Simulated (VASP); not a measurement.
# Li (I4/mmm) in VASP: further runs

Runs on Li. Level: PBE+D3(BJ). Tasks: single point.

All numbers are computed with VASP 6.6.1; they aren't measurements. Logs are shortened: lines on timing, memory, paths and dates and some standing lists are left out, and cuts for length are marked.

## 1. The cell of the first run

It takes space group I4/mmm (No. 139, tetragonal). Conventional cell: a = 2.774 Å, b = 2.774 Å, c = 5.548 Å, α = 90.00°, β = 90.00°, γ = 90.00°. Within 3.7 Å of Li (site symmetry 4/mmm) lie 12 Li at 2.77 to 3.40 Å.

## 2. Single point, PBE+D3(BJ)

INCAR

```
SYSTEM = Li
  PREC = Accurate
  ENCUT = 520
  EDIFF = 1E-7
  ISMEAR = 0
  SIGMA = 0.15
  LREAL = .False.
  LASPH = .True.
  NELM = 80
  ALGO = Normal
  ISIF = 2
  LWAVE = .False.
  LCHARG = .True.
  GGA = PE
  IVDW = 12
  LELF = .True.
  LVHAR = .True.
  NBANDS = 8
```

KPOINTS

```
regular mesh
0
Gamma
  20 20 20
  0 0 0
```

POSCAR

```
Li
1.0
    0.0000000000      1.9618577366      2.7740668396
    1.9618577366      0.0000000000      2.7740668396
    1.9618577366      1.9618577366      0.0000000000
Li
1
Direct
    0.0000000000      0.0000000000      0.0000000000
```

Potentials or basis: VASP PAW PBE potentials, release 64 (Li_sv).

The run is started by

```
cat potpaw_PBE.64/Li_sv/POTCAR > POTCAR
mpirun -np 1 vasp_std > vasp.out
```

OUTCAR:

```text
SYSTEM = Li
   PREC = Accurate
   ENCUT = 520
   EDIFF = 1E-7
   ISMEAR = 0
   LREAL = .False.
   LASPH = .True.
   NELM = 80
   ISIF = 2
   GGA = PE
   IVDW = 12
 IVDW          = 12

 ion  position               nearest neighbor table
   1  0.000  0.000  0.000-

  LATTYP: Found a body centered tetragonal cell.
 ALAT       =     2.7744858185
 C/A-ratio  =     1.9996979772

  Lattice vectors:

 A1 = (  -1.9618577366,   0.0000000000,   2.7740668396)
 A2 = (   1.9618577366,   0.0000000000,   2.7740668396)
 A3 = (   0.0000000000,   1.9618577366,  -2.7740668396)

Analysis of symmetry for initial positions (statically):
=====================================================================
 Subroutine PRICEL returns:
 Original cell was already a primitive cell.

 Routine SETGRP: Setting up the symmetry group for a
 body centered tetragonal supercell.

 Subroutine GETGRP returns: Found 16 space group operations
 (whereof 16 operations were pure point group operations)
 out of a pool of 16 trial point group operations.

The static configuration has the point symmetry D_4h.

Analysis of symmetry for dynamics (positions and initial velocities):
=====================================================================
 Subroutine PRICEL returns:
 Original cell was already a primitive cell.

 Routine SETGRP: Setting up the symmetry group for a
 body centered tetragonal supercell.

 Subroutine GETGRP returns: Found 16 space group operations
 (whereof 16 operations were pure point group operations)
 out of a pool of 16 trial point group operations.

The dynamic configuration has the point symmetry D_4h.

 Subroutine INISYM returns: Found 16 space group operations
 (whereof 16 operations are pure point group operations),
 and found     1 'primitive' translations

----------------------------------------------------------------------------------------

                                     Primitive cell

  volume of cell :      21.3541

  direct lattice vectors                    reciprocal lattice vectors
     0.000000000  1.961857737  2.774066840    -0.254860478  0.254860478  0.180240790
     1.961857737  0.000000000  2.774066840     0.254860478 -0.254860478  0.180240790
     1.961857737  1.961857737  0.000000000     0.254860478  0.254860478 -0.180240790

  length of vectors
     3.397695191  3.397695191  2.774485819     0.402981971  0.402981971  0.402981971

  position of ions in fractional coordinates (direct lattice)
     0.000000000  0.000000000  0.000000000

  ion indices of the primitive-cell ions
   primitive index   ion index
                 1           1

----------------------------------------------------------------------------------------

 KPOINTS: regular mesh

Automatic generation of k-mesh.
 Grid dimensions read from file:
 generate k-points for:   20   20   20

 Generating k-lattice:

  Cartesian coordinates                     Fractional coordinates (reciprocal lattice)
    -0.012743024  0.012743024  0.009012040     0.050000000  0.000000000  0.000000000
     0.012743024 -0.012743024  0.009012040     0.000000000  0.050000000  0.000000000
     0.012743024  0.012743024 -0.009012040    -0.000000000 -0.000000000  0.050000000

  Length of vectors
     0.020149099  0.020149099  0.020149099

  Shift w.r.t. Gamma in fractional coordinates (k-lattice)
     0.000000000  0.000000000  0.000000000

 Subroutine IBZKPT returns following result:
 ===========================================

 Found    641 irreducible k-points:

 Following reciprocal coordinates:
            Coordinates               Weight
  0.000000  0.000000  0.000000      1.000000
  0.050000  0.000000  0.000000      8.000000
  0.100000  0.000000  0.000000      8.000000
  0.150000  0.000000  0.000000      8.000000
  0.200000  0.000000  0.000000      8.000000
  0.250000  0.000000  0.000000      8.000000
[... 16 lines left out ...]
 -0.400000  0.050000  0.000000      8.000000
 -0.350000  0.050000  0.000000      8.000000
 [... further k-points ...]
   k-points           NKPTS =    641   k-points in BZ     NKDIM =    641   number of bands    NBANDS=      8
   number of dos      NEDOS =    301   number of ions     NIONS =      1
   total plane-waves  NPLWV =  18816
   dimension x,y,z NGX =    28 NGY =   28 NGZ =   24
   dimension x,y,z NGXF=    56 NGYF=   56 NGZF=   48
   ions per type =               1
   NGX,Y,Z   is equivalent  to a cutoff of  13.70, 13.70, 14.38 a.u.
   NGXF,Y,Z  is equivalent  to a cutoff of  27.40, 27.40, 28.76 a.u.
 SYSTEM =  Li
   PREC   = accura    normal or accurate (medium, high low for compatibility)
   ISTART =      0    job   : 0-new  1-cont  2-samecut
   ICHARG =      2    charge: 1-file 2-atom 10-const
   ISPIN  =      1    spin polarized calculation?
   LNONCOLLINEAR =      F non collinear calculations
   LSORBIT =      F    spin-orbit coupling
   LASPH  =      T    aspherical Exc in radial PAW
   ENCUT  =  520.0 eV  38.22 Ry    6.18 a.u.   6.32  6.32  5.16*2*pi/ulx,y,z
   NELM   =     80;   NELMIN=  2; NELMDL= -5     # of ELM steps
   EDIFF  = 0.1E-06   stopping-criterion for ELM
   LREAL  =      F    real-space projection
   EDIFFG = 0.1E-05   stopping-criterion for IOM
   NSW    =      0    number of steps for IOM
   IBRION =     -1    ionic relax: 0-MD 1-quasi-New 2-CG
   NFREE  =      0    steps in history (QN), initial steepest desc. (CG)
   ISIF   =      2    stress and relaxation
   ISYM   =      2    0-nonsym 1-usesym 2-fastsym
   POTIM  = 0.5000    time-step for ionic-motion
   TEBEG  =    0.0;   TEEND  =   0.0 temperature during run
   PSTRESS=    0.0 pullay stress
   NELECT =       3.0000    total number of electrons
   NUPDOWN=      -1.0000    fix difference up-down
   EMIN   =  10.00;   EMAX   =-10.00  energy-range for DOS
   EFERMI =   0.00;   METHOD = LEGACY
   ISMEAR =     0;   SIGMA  =   0.15  broadening in eV -4-tet -1-fermi 0-gaus
   EFERMI_NEDOS =   21; number of points for ismear=-14 and -15
   IALGO  =     38    algorithm
   IMIX   =      4    mixing-type and parameters
     AMIX     =   0.40;   BMIX     =  1.00
     AMIX_MAG =   1.60;   BMIX_MAG =  1.00
  volume/ion in A,a.u.               =      21.35       144.10
  Fermi-wavevector in a.u.,A,eV,Ry     =   0.851049  1.608250  9.854489  0.724285
  Thomas-Fermi vector in A             =   1.967122
   LORBIT       =      0    0 simple, 1 ext, 2 COOP (PROOUT), +10 PAW based schemes
   GGA     = PE    functional components
   LHFCALC =     F    Hartree Fock is set to
   AEXX    =    0.0000 exact exchange contribution
   IVDW    =    12    specifies the selected vdW correction
   LEPSILON=     F    determine dielectric tensor
   LRPA    =     F    only Hartree local field effects (RPA)
 non-spin polarized calculation
 Gauss-broadening in eV      SIGMA  =   0.15
  energy-cutoff  :      520.00
  volume of cell :       21.35
 maximum number of plane-waves:       598
 NGX is ok and might be reduce to    28

 number of electron       2.9999998 magnetization

 Free energy of the ion-electron system (eV)
  ---------------------------------------------------
  ext. energy  EPLUGINS =         0.00000000
  ---------------------------------------------------
  free energy    TOTEN  =        -1.85242079 eV

  energy without entropy =       -1.84732081  energy(sigma->0) =       -1.84987080

 E-fermi :   0.4821     XC(G=0):  -6.9175

 val. band max:        0.4649808827   @ k =  -0.4000   0.4500   0.1000
 cond. band min:       0.4987088624   @ k =   0.5000   0.1000   0.2000
 fundamental gap:      0.0337279797
 Fermi energy:         0.4821069537

 k-point     1 :       0.0000    0.0000    0.0000
  band No.  band energies     occupation
      1     -46.2497      2.00000
      2      -2.9963      2.00000
      3      11.6675      0.00000
      4      14.8609      0.00000
      5      14.8609      0.00000
      6      15.4569      0.00000
      7      18.3388      0.00000
      8      19.2688      0.00000

 k-point     2 :       0.0500    0.0000    0.0000
  band No.  band energies     occupation
      1     -46.2492      2.00000
      2      -2.9504      2.00000
      3      11.5485      0.00000
      4      14.2141      0.00000
      5      14.8640      0.00000
      6      15.7604      0.00000
      7      18.0261      0.00000
      8      18.7587      0.00000

 k-point     3 :       0.1000    0.0000    0.0000
  band No.  band energies     occupation
      1     -46.2477      2.00000
      2      -2.8125      2.00000
      3      11.2370      0.00000
      4      13.0260      0.00000
      5      14.8786      0.00000
      6      15.9400      0.00000
      7      16.9507      0.00000
      8      19.5845      0.00000

 k-point     4 :       0.1500    0.0000    0.0000
  band No.  band energies     occupation
      1     -46.2455      2.00000
      2      -2.5830      2.00000
      3      10.8123      0.00000
      4      11.6348      0.00000
      5      14.9172      0.00000
      6      15.2211      0.00000
      7      17.1739      0.00000
      8      20.3493      0.00000

 k-point     5 :       0.2000    0.0000    0.0000
  band No.  band energies     occupation
      1     -46.2425      2.00000
      2      -2.2620      2.00000
      3      10.0504      0.00000
      4      10.4733      0.00000
      5      14.4373      0.00000
      6      14.9933      0.00000
      7      17.8052      0.00000
      8      21.1041      0.00000
[... 177 lines left out ...]
 k-point    22 :      -0.4500    0.0500    0.0000
  band No.  band energies     occupation
      1     -46.2288      2.00000
      2       0.6356      0.14781
      3       3.6382      0.00000
      4       8.6006      0.00000
      5      13.0418      0.00000
      6      15.9095      0.00000
      7      20.1745      0.00000
      8      20.7626      0.00000

 k-point    23 :      -0.4000    0.0500    0.0000
  band No.  band energies     occupation
      1     -46.2294      2.00000
      2       0.2004      1.99210
      3       4.2802      0.00000
      4       8.7884      0.00000
      5      13.0110      0.00000
      6      15.9849      0.00000
      7      20.3288      0.00000
      8      20.8490      0.00000

 k-point    24 :      -0.3500    0.0500    0.0000
  band No.  band energies     occupation
      1     -46.2310      2.00000
      2      -0.4014      2.00000
      3       5.2969      0.00000
      4       9.0783      0.00000
      5      13.0484      0.00000
      6      15.9329      0.00000
      7      20.3194      0.00000
      8      21.2039      0.00000

 [... further k-points ...]

------------------------ aborting loop because EDIFF is reached ----------------------------------------

 Edisp (eV)   -0.16138

 E8    (eV) :    -0.0676

  FORCE on cell =-STRESS in cart. coord.  units (eV):
  Direction    XX          YY          ZZ          XY          YZ          ZX
  --------------------------------------------------------------------------------------
  -------------------------------------------------------------------------------------
  Total      -0.01499    -0.01499    -0.70826     0.00000     0.00000     0.00000
  in kB      -1.12478    -1.12478   -53.13979     0.00000     0.00000     0.00000
  external pressure =      -18.46 kB  Pullay stress =        0.00 kB

 VOLUME and BASIS-vectors are now :
 -----------------------------------------------------------------------------
  energy-cutoff  :      520.00
  volume of cell :       21.35
      direct lattice vectors                 reciprocal lattice vectors
     0.000000000  1.961857737  2.774066840    -0.254860478  0.254860478  0.180240790
     1.961857737  0.000000000  2.774066840     0.254860478 -0.254860478  0.180240790
     1.961857737  1.961857737  0.000000000     0.254860478  0.254860478 -0.180240790

 POSITION                                       TOTAL-FORCE (eV/Angst)
 -----------------------------------------------------------------------------------
      0.00000      0.00000      0.00000        -0.000000      0.000000     -0.000000
 -----------------------------------------------------------------------------------
    total drift:                                0.000000     -0.000000     -0.000000

  FREE ENERGIE OF THE ION-ELECTRON SYSTEM (eV)
  ---------------------------------------------------
  free  energy   TOTEN  =        -2.0138033297 eV

  energy  without entropy=       -2.0087033433  energy(sigma->0) =       -2.01125334
```

Run time: 46 s. Hardware: 1 thread of Intel Xeon 6975P-C (Granite Rapids), shared host; peak memory 0.21 GiB.

Results:

* Free energy: -2.0138 eV
* Dispersion energy per atom: -0.161 eV

Caveat: the cutoff is under 1.25 times the usual one of these potentials, so pressure, stress and relaxed cells hold a basis-set (Pulay) error; pairwise dispersion overbinds metals, which lowers pressure and volume.

## 3. Single point, PBE+D3(BJ)

This run uses another cell than the first one, of the same volume but with other edges.

INCAR

```
ALGO = Normal ; EDIFF = 1E-6
ENCUT = 520 ; GGA = PE
ISIF = 2 ; ISMEAR = 0
IVDW = 12 ; LASPH = True
LCHARG = False ; LREAL = False
LWAVE = False ; NBANDS = 8
NELM = 80 ; PREC = Accurate
SIGMA = 0.15
```

KPOINTS

```
k-points
0
Gamma
  20 20 20
```

POSCAR

```
Li
1.0
    0.0000000000      2.3245791567      1.9758922832
    2.3245791567      0.0000000000      1.9758922832
    2.3245791567      2.3245791567      0.0000000000
Li
1
Direct
    0.0000000000      0.0000000000      0.0000000000
```

Potentials or basis: VASP PAW PBE potentials, release 64 (Li_sv).

The run is started by

```
cat potpaw_PBE.64/Li_sv/POTCAR > POTCAR
mpirun -np 1 vasp_std > vasp.out
```

Wall time 18 s (1 thread of Intel Xeon 6975P-C (Granite Rapids), shared host); peak memory 0.2 GiB.

It converged, with:

```
Free energy                : -2.0663 eV
Dispersion energy per atom : -0.161 eV
```

Levels at points of the mesh, in eV from the Fermi level:
| k point | band 1 | band 2 | band 3 | band 4 | band 5 | band 6 |
| --- | --- | --- | --- | --- | --- | --- |
| (0.00, 0.00, 0.00) | -46.62 | -3.49 | 13.75 | 14.00 | 14.00 | 17.77 |
| (0.50, 0.00, 0.00) | -46.60 | 0.06 | 2.83 | 10.99 | 12.44 | 14.54 |
| (0.50, 0.50, 0.00) | -46.59 | 3.04 | 5.99 | 6.74 | 6.74 | 8.91 |
| (0.50, 0.00, 0.50) | -46.60 | 0.87 | 3.84 | 8.73 | 9.46 | 11.32 |

Caveat: the cutoff is under 1.25 times the usual one of these potentials, so pressure, stress and relaxed cells hold a basis-set (Pulay) error; pairwise dispersion overbinds metals, which lowers pressure and volume.

(Continued in part 2 of 2.)
